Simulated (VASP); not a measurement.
# Si2Ni (Fm-3m) in VASP: notebook, part 2 of 2

VASP 6.6.1.

### 3 Single point, r2SCAN+D3(BJ), collinear spin, ferromagnetic start

Contents of POSCAR:

```
Si2Ni
1.0
    0.0000000000      2.7030000000      2.7030000000
    2.7030000000      0.0000000000      2.7030000000
    2.7030000000      2.7030000000      0.0000000000
Si Ni
2 1
Direct
    0.2500000000      0.2500000000      0.2500000000
    0.7500000000      0.7500000000      0.7500000000
    0.0000000000      0.0000000000      0.0000000000
```

Contents of INCAR.step1:

```
SYSTEM = Si2Ni
PREC = Accurate
ENCUT = 520
ISMEAR = -1
SIGMA = 0.1
LREAL = .False.
LASPH = .True.
NELM = 150
ISPIN = 2
MAGMOM = 0 0 1.5
LMAXMIX = 4
NBANDS = 20
GGA = PE
ALGO = Normal
EDIFF = 1E-4
LWAVE = .True.
LCHARG = .False.
```

Contents of INCAR.step2:

```
SYSTEM = Si2Ni
PREC = Accurate
ENCUT = 520
EDIFF = 1E-6
ISMEAR = -1
SIGMA = 0.1
LREAL = .False.
LASPH = .True.
NELM = 150
ALGO = Normal
ISIF = 2
LWAVE = .False.
LCHARG = .False.
ISPIN = 2
MAGMOM = 0 0 1.5
LORBIT = 11
LMAXMIX = 4
METAGGA = R2SCAN
LMIXTAU = .True.
IVDW = 12
VDW_S6 = 1.0
VDW_S8 = 0.78981345
VDW_A1 = 0.49484001
VDW_A2 = 5.73083694
NBANDS = 20
ISTART = 1
```

Contents of KPOINTS:

```
Automatic mesh
0
Gamma
  9 9 9
  0 0 0
```

Potentials or basis: VASP PAW PBE potentials, release 64 (Si, Ni).

Launch:

```sh
> cat potpaw_PBE.64/Si/POTCAR potpaw_PBE.64/Ni/POTCAR > POTCAR
> cp INCAR.step1 INCAR
> mpirun -np 1 vasp_std > vasp.out
> cp INCAR.step2 INCAR
> mpirun -np 1 vasp_std > vasp.out
```

OUTCAR:

```text
SYSTEM = Si2Ni
   PREC = Accurate
   ENCUT = 520
   EDIFF = 1E-6
   ISMEAR = -1
   LREAL = .False.
   LASPH = .True.
   NELM = 150
   ISIF = 2
   ISPIN = 2
   LORBIT = 11
   METAGGA = R2SCAN
   IVDW = 12
   ISTART = 1
 IVDW          = 12

 ion  position               nearest neighbor table
   1  0.250  0.250  0.250-   3 2.34   3 2.34   3 2.34   3 2.34   2 2.70   2 2.70   2 2.70   2 2.70
                             2 2.70   2 2.70
   2  0.750  0.750  0.750-   3 2.34   3 2.34   3 2.34   3 2.34   1 2.70   1 2.70   1 2.70   1 2.70
                             1 2.70   1 2.70
   3  0.000  0.000  0.000-   2 2.34   1 2.34   2 2.34   1 2.34   2 2.34   2 2.34   1 2.34   1 2.34

  LATTYP: Found a face centered cubic cell.
 ALAT       =     5.4060000000

  Lattice vectors:

 A1 = (   0.0000000000,   2.7030000000,   2.7030000000)
 A2 = (   2.7030000000,   0.0000000000,   2.7030000000)
 A3 = (   2.7030000000,   2.7030000000,   0.0000000000)

Analysis of symmetry for initial positions (statically):
=====================================================================
 Subroutine PRICEL returns:
 Original cell was already a primitive cell.

 Routine SETGRP: Setting up the symmetry group for a
 face centered cubic supercell.

 Subroutine GETGRP returns: Found 48 space group operations
 (whereof 48 operations were pure point group operations)
 out of a pool of 48 trial point group operations.

The static configuration has the point symmetry O_h .

Analysis of symmetry for dynamics (positions and initial velocities):
=====================================================================
 Subroutine PRICEL returns:
 Original cell was already a primitive cell.

 Routine SETGRP: Setting up the symmetry group for a
 face centered cubic supercell.

 Subroutine GETGRP returns: Found 48 space group operations
 (whereof 48 operations were pure point group operations)
 out of a pool of 48 trial point group operations.

The dynamic configuration has the point symmetry O_h .

Analysis of structural, dynamic, and magnetic symmetry:
=====================================================================
[... 162 lines left out ...]

 val. band max:       10.4707240529   @ k =   0.1111   0.1111   0.0000
 cond. band min:      10.4874552082   @ k =   0.3333   0.2222   0.0000
 fundamental gap:      0.0167311553
 Fermi energy:        10.4747820688

 spin component 1

 k-point     1 :       0.0000    0.0000    0.0000
  band No.  band energies     occupation
      1      -4.1589      1.00000
      2       4.9553      1.00000
      3       4.9553      1.00000
      4       4.9553      1.00000
      5       6.7051      1.00000
      6       6.7051      1.00000
[... 541 lines left out ...]
     19      24.9205      0.00000
     20      25.0618      0.00000

 [... further k-points ...]

 spin component 2

 k-point     1 :       0.0000    0.0000    0.0000
  band No.  band energies     occupation
      1      -4.1589      1.00000
      2       4.9553      1.00000
      3       4.9553      1.00000
      4       4.9553      1.00000
      5       6.7051      1.00000
      6       6.7051      1.00000
[... 541 lines left out ...]
     19      24.9205      0.00000
     20      25.0618      0.00000

 [... further k-points ...]

------------------------ aborting loop because EDIFF is reached ----------------------------------------

 Edisp (eV)   -0.62487

 E8    (eV) :    -0.2022

  FORCE on cell =-STRESS in cart. coord.  units (eV):
  Direction    XX          YY          ZZ          XY          YZ          ZX
  --------------------------------------------------------------------------------------
  -------------------------------------------------------------------------------------
  Total      -1.02580    -1.02580    -1.02580     0.00000     0.00000     0.00000
  in kB     -41.61085   -41.61085   -41.61085     0.00000     0.00000     0.00000
  external pressure =      -41.61 kB  Pullay stress =        0.00 kB

 VOLUME and BASIS-vectors are now :
 -----------------------------------------------------------------------------
  energy-cutoff  :      520.00
  volume of cell :       39.50
      direct lattice vectors                 reciprocal lattice vectors
     0.000000000  2.703000000  2.703000000    -0.184979652  0.184979652  0.184979652
     2.703000000  0.000000000  2.703000000     0.184979652 -0.184979652  0.184979652
     2.703000000  2.703000000  0.000000000     0.184979652  0.184979652 -0.184979652

 POSITION                                       TOTAL-FORCE (eV/Angst)
 -----------------------------------------------------------------------------------
      1.35150      1.35150      1.35150        -0.000000      0.000000     -0.000000
      4.05450      4.05450      4.05450         0.000000     -0.000000      0.000000
      0.00000      0.00000      0.00000         0.000000      0.000000      0.000000
 -----------------------------------------------------------------------------------
    total drift:                               -0.000000     -0.000000      0.000000

  FREE ENERGIE OF THE ION-ELECTRON SYSTEM (eV)
  ---------------------------------------------------
  free  energy   TOTEN  =       -31.1677025285 eV

  energy  without entropy=      -31.1359609832  energy(sigma->0) =      -31.15183176

 total charge

# of ion       s       p       d       tot
------------------------------------------
    1        0.727   0.860   0.000   1.588
    2        0.727   0.860   0.000   1.588
    3        0.576   0.844   8.455   9.875
--------------------------------------------------
tot          2.031   2.564   8.455  13.050

 magnetization (x)

# of ion       s       p       d       tot
------------------------------------------
    1       -0.000   0.000   0.000   0.000
    2       -0.000   0.000   0.000   0.000
    3        0.000   0.000  -0.000  -0.000
--------------------------------------------------
tot          0.000   0.000  -0.000  -0.000
```

Wall time 82 s (1 thread of Intel Xeon 6975P-C (Granite Rapids), shared host); peak memory 0.21 GiB.

What came out:

- Free energy: -31.1677 eV
- Pressure: -4.2 GPa
- Band gap on the k mesh: zero (filled and empty bands overlap)
- Net moment: 0.00 μB per cell
- Valence electrons inside the program's atomic spheres: Si 1.59; Ni 9.88
- Dispersion energy per atom: -0.208 eV

Levels at points of the mesh, in eV from the Fermi level:
Spin up:
```csv
k point,band 5,band 6,band 7,band 8,band 9,band 10,band 11,band 12,band 13,band 14
"(0.00, 0.00, 0.00)",-3.77,-3.77,0.03,1.71,1.71,1.71,2.29,2.29,2.29,5.08
```
Spin down:
```tsv
k point	band 6	band 7	band 8	band 9	band 10	band 11	band 12	band 13
(0.00, 0.00, 0.00)	-3.77	0.03	1.71	1.71	1.71	2.29	2.29	2.29
```

Caveat: the starting moments collapsed, and a magnetic state may lie lower; the PAW data sets were made with another functional, which shifts forces and pressure a little; pairwise dispersion overbinds metals, which lowers pressure and volume.
